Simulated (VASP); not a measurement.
Set up this calculation in VASP 6.6.1, as the native input.

```
Task                   : single point
Functional             : PBE
Potentials or basis    : VASP PAW PBE potentials, release 64 (Mg, O)
Cutoff                 : 520 eV
k mesh                 : 12 × 12 × 7
Occupations            : fermi-dirac, width 0.08 eV
Spin                   : no spin polarisation
Dipole correction      : no
Further INCAR settings : ALGO = Normal; EDIFF = 1e-07; NBANDS = 16
```

The structure of MgO (wurtzite type) lies in POSCAR:

```
MgO
1.0
    3.1979144443      0.0000000000      0.0000000000
   -1.5989572222      2.7694751478      0.0000000000
    0.0000000000      0.0000000000      3.8750660067
Mg O
2 2
Direct
    0.3333333333      0.6666666667     -0.0619999431
    0.6666666667      0.3333333333      0.4380000569
    0.3333333333      0.6666666667      0.4379999431
    0.6666666667      0.3333333333      0.9379999431
```

These files were run (other wordings do the same):

INCAR

```
  ALGO = Normal
  EDIFF = 1E-7
  ENCUT = 520
  GGA = PE
  ISIF = 2
  ISMEAR = -1
  LASPH = True
  LCHARG = True
  LELF = True
  LREAL = False
  LVHAR = True
  LWAVE = False
  NBANDS = 16
  NELM = 60
  PREC = Accurate
  SIGMA = 0.08
```

KPOINTS

```
k-points
0
Gamma
  12 12 7
```

Potentials or basis: VASP PAW PBE potentials, release 64 (Mg, O).

The run is started by

```bash
$ cat potpaw_PBE.64/Mg/POTCAR potpaw_PBE.64/O/POTCAR > POTCAR
$ mpirun -np 1 vasp_std > vasp.out
```

It gave:

```yaml
Pressure: 62.3 GPa
Band_gap_on_the_k_mesh: 4.77 eV, direct
```

Run time: 28 s on 1 thread of Intel(R) Xeon(R) Platinum 8488C (Sapphire Rapids) (shared host), peak memory 0.17 GiB.
